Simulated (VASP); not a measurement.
Here is a VASP 6.6.1 calculation.

INCAR

```
SYSTEM = Cu
ALGO = Normal
EDIFF = 1E-6
ENCUT = 520
GGA = PE
ISIF = 2
ISMEAR = -1
LASPH = .True.
LCHARG = .False.
LREAL = .False.
LWAVE = .False.
NBANDS = 12
NELM = 100
PREC = Accurate
SIGMA = 0.1
```

The input KPOINTS:

```
k-points
0
Gamma
  21 21 21
  0 0 0
```

POSCAR

```
Cu
1.0
    2.4692886313      0.0000000000      0.0000000000
    0.0000000000      2.4692886313      0.0000000000
    0.0000000000      0.0000000000      2.4692886313
Cu
1
Direct
    0.0000000000      0.0000000000      0.0000000000
```

Potentials or basis: VASP PAW PBE potentials, release 64 (Cu).

Run with:

```sh
$ cat potpaw_PBE.64/Cu/POTCAR > POTCAR
$ mpirun -np 1 vasp_std > vasp.out
```

(1) Predict the pressure.

## Answers

(1) -5.7 GPa.
